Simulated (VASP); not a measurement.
NaCuH4: single point with PBE

The system is NaCuH4.

```
Na Cu H
1.0
     4.03921    0.00000    0.00000
     0.00000    4.03921    0.00000
     0.00000    0.00000    5.71230
Na Cu H
1 1 4
Direct
  0.00000 0.00000 0.00000
  0.50000 0.50000 0.50000
  0.50000 0.00000 0.25000
  0.00000 0.50000 0.75000
  0.50000 0.00000 0.75000
  0.00000 0.50000 0.25000
```

```yaml
Program: VASP 6.6.1
Task: single point
Functional: PBE
Potentials_or_basis: VASP PAW PBE potentials, release 64 (Na_pv, Cu, H)
Cutoff: 520 eV
k_mesh: 4 × 4 × 4
Occupations: gaussian, width 0.1 eV
Spin: no spin polarisation
Dipole_correction: no
Further_INCAR_settings: ALGO = Normal; EDIFF = 1e-06; NBANDS = 20
```

```
Pressure               : -10.5 GPa
Largest force          : 0.681 eV/Å
Band gap on the k mesh : zero (band 11 reaches -1.16 eV, above the bottom of band 12 at -2.29 eV)
```

Forces in eV/Å, atoms in the order of the input:
```
Na   0.000  0.000  0.000
Cu   0.000  0.000  0.000
H    0.000  0.000  0.681
H    0.000  0.000 -0.681
H    0.000  0.000 -0.681
H    0.000  0.000  0.681
```

Stress tensor (GPa, compression positive):
```
-10.35   0.00   0.00
  0.00 -10.35   0.00
  0.00   0.00 -10.92
```

Levels at points of the mesh, in eV from the Fermi level:
```csv
k point,band 9,band 10,band 11,band 12,band 13,band 14
"(0.00, 0.00, 0.00)",-1.57,-1.41,0.57,1.43,2.50,6.30
"(0.50, 0.00, 0.00)",-1.46,-1.28,-0.63,0.39,3.50,5.37
"(0.50, 0.50, 0.00)",-1.56,-1.40,0.59,0.59,0.91,4.31
"(0.00, 0.00, 0.50)",-1.58,-1.41,0.56,1.23,4.96,6.76
"(0.50, 0.00, 0.50)",-1.57,-1.46,-1.21,-0.54,4.46,7.18
"(0.50, 0.50, 0.50)",-1.40,-1.40,-0.22,-0.22,1.20,3.87
```

Run time: 20 s on 1 thread of Intel(R) Xeon(R) 6975P-C (Granite Rapids), with other jobs on the host, peak memory 0.2 GiB.

Caveat: the k points lie up to 0.39 Å⁻¹ apart.
